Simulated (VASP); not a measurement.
Here is a VASP 6.6.1 calculation.

Contents of INCAR:

```
SYSTEM = H3C5
PREC = Accurate
ENCUT = 520
EDIFF = 1E-6
ISMEAR = 0
SIGMA = 0.05
LREAL = Auto
LASPH = .True.
NELM = 60
ALGO = Normal
ISIF = 2
LWAVE = .False.
LCHARG = .True.
GGA = PE
LELF = .True.
LVHAR = .True.
NBANDS = 68
```

Contents of KPOINTS:

```
regular mesh
0
Gamma
  2 2 1
  0 0 0
```

The input POSCAR:

```
H3C5
1.0
    5.0487420000      0.0000000000      0.0000000000
    0.0000000000      5.0487420000      0.0000000000
    0.0000000000      0.0000000000     17.1355610000
H C
12 20
Direct
    0.4277867635      0.0000000000      0.0583581711
    0.0722132365      0.0000000000      0.0583581711
    0.9277867635      0.0000000000      0.0583581711
    0.5722132365      0.0000000000      0.0583581711
    0.4277867635      0.5000000000      0.0583581711
    0.0722132365      0.5000000000      0.0583581711
    0.9277867635      0.5000000000      0.0583581711
    0.5722132365      0.5000000000      0.0583581711
    0.7510049038      0.0144570667      0.3610075562
    0.2501496412      0.5149266887      0.3569366652
    0.7502213423      0.5014906684      0.3591617456
    1.2170776403      0.2320435467      0.4151416461
    0.2500000990      0.0000000000      0.0953981022
    0.7500000990      0.0000000000      0.0953981022
    0.2500000990      0.5000000000      0.0953981022
    0.7500000990      0.5000000000      0.0953981022
    0.2500000990      0.2500000990      0.1474827699
    0.7500000990      0.2500000990      0.1474827699
    0.2500000990      0.7500000990      0.1474827699
    0.7500000990      0.7500000990      0.1474827699
    0.0011359265      0.2532397179      0.1963859252
    0.4981050725      0.2529186479      0.1965508453
    0.0000827929      0.7531787126      0.2040857606
    0.4993851934      0.7530054021      0.2041711970
    0.0001669723      0.0209333335      0.2556314322
    0.4979188875      0.0204183537      0.2560222569
   -0.0008485282      0.4901795338      0.2518732243
    0.5003931672      0.4899458122      0.2518860048
    0.2472429766      0.1131612588      0.3030540990
    0.7492918038      0.0946245619      0.3015011297
    0.2497204254      0.4294434138      0.2983387588
    0.7497501358      0.4178082382      0.3000300953
```

Potentials or basis: VASP PAW PBE potentials, release 64 (H, C).

Run with:

```console
$ cat potpaw_PBE.64/H/POTCAR potpaw_PBE.64/C/POTCAR > POTCAR
$ mpirun -np 1 vasp_std > vasp.out
```

**Question.** Estimate the band gap on the k mesh.

**Answer.** 0.57 eV (least direct gap 0.64 eV).

**Question.** Estimate the largest force.

**Answer.** 8.971 eV/Å.

Forces on the atoms (eV/Å):
```
H   -8.963 -0.029  0.071
H    8.964 -0.029  0.071
H   -8.953 -0.019  0.068
H    8.955 -0.020  0.068
H   -8.967  0.047  0.072
H    8.971  0.046  0.071
H   -8.929  0.039  0.087
H    8.932  0.045  0.078
H    0.008  0.049  0.018
H    0.020  0.348 -0.174
H   -0.007  0.066 -0.004
H    0.203 -2.091 -1.712
C    0.004 -0.152  0.990
C   -0.008 -0.142  0.990
C    0.002  0.150  1.016
C   -0.033  0.153  1.169
C   -0.036 -0.031 -2.519
C   -0.049 -0.270 -2.205
C   -0.021  0.414  0.758
C   -0.017  0.732  0.774
C    0.024  0.003  0.003
C   -0.045  0.009  0.012
C    0.001  0.038  0.008
C   -0.012  0.032  0.011
C    0.027  0.037  0.093
C   -0.032  0.028  0.108
C    0.009  0.102 -0.025
C   -0.008  0.100 -0.032
C   -0.027  0.000  0.119
C   -0.010  0.057  0.017
C    0.003  0.227 -0.004
C   -0.006  0.061  0.002
```

Caveat: the k points lie up to 0.62 Å⁻¹ apart; there is no dipole correction, which matters where the two faces differ.
